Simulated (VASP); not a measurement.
Here is a VASP 6.6.1 calculation.

Contents of INCAR:

```
SYSTEM = LiCoAs
PREC = Accurate
ENCUT = 520
EDIFF = 1E-8
ISMEAR = -1
SIGMA = 0.1
LREAL = .FALSE.
LASPH = .TRUE.
NELM = 100
ALGO = Normal
ISIF = 2
LWAVE = .FALSE.
LCHARG = .FALSE.
GGA = CA
LEFG = .TRUE.
NBANDS = 26
```

KPOINTS

```
Automatic mesh
0
G
  8 8 5
  0 0 0
```

POSCAR

```
LiCoAs
1.0
    3.6578597745      0.0000000000      0.0000000000
    0.0000000000      3.6578597745      0.0000000000
    0.0000000000      0.0000000000      6.0388986993
Li Co As
2 2 2
Direct
    0.0000000000      0.5000000000      0.6708414200
    0.5000000000      0.0000000000      0.3291585800
    0.5000000000      0.5000000000      0.0000000000
    0.0000000000      0.0000000000      0.0000000000
    0.5000000000      0.0000000000      0.7721379400
    0.0000000000      0.5000000000      0.2278620600
```

Potentials or basis: VASP PAW LDA potentials, release 64 (Li_sv, Co, As).

The run is started by

```bash
$ cat potpaw_LDA.64/Li_sv/POTCAR potpaw_LDA.64/Co/POTCAR potpaw_LDA.64/As/POTCAR > POTCAR
$ mpirun -np 1 vasp_std > vasp.out
```

(1) Estimate the band gap on the k mesh.

(2) Predict the largest force.

## Answers

(1) zero (bands 17 and 18 overlap by 1.94 eV).

(2) 0.173 eV/Å.

Caveat: without QUAD_EFG the Cq values of the log hold for a quadrupole moment of 1 mb, not for the nuclei; the run has no spin polarisation, though such a crystal can be magnetic.
